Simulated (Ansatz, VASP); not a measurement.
**One calculation of AgI, two programs**

```
CELL_PARAMETERS angstrom
-2.42822 2.42822 3.43785
2.42822 -2.42822 3.43785
2.42822 2.42822 -3.43785
ATOMIC_POSITIONS crystal
Ag 0.25000 0.75000 0.50000
I 0.00000 0.00000 0.00000
```

Change from the starting cell: hydrostatic strain +4.5%.

Alike in both runs: task single point; functional r2SCAN; k mesh 8 × 8 × 8; no spin polarisation.

|  | VASP | Ansatz |
| --- | --- | --- |
| version | VASP 6.6.1 | Ansatz 0.2.0 |
| potentials or method | VASP PAW PBE potentials, release 64 (Ag, I) | plane waves, PAW |
| plane-wave cutoff (eV) | 550 | 500 |
| occupations | gaussian, width 0.01 eV | fixed |
| valence electrons in the cell | 18 | 36 |

|  | VASP | Ansatz | Ansatz less VASP |
| --- | --- | --- | --- |
| gap on the k mesh at the Fermi level (eV) | 1.81 | 1.84 | +0.033 |
| pressure (GPa) | -2.8 | -2.7 | +0.09 |

VASP's potentials were made for PBE, not for r2SCAN. VASP's potentials hold 18 valence electrons a cell and Ansatz's 36, so a difference there can come from the potentials and not from the codes.

Neither program's run includes spin-orbit coupling.
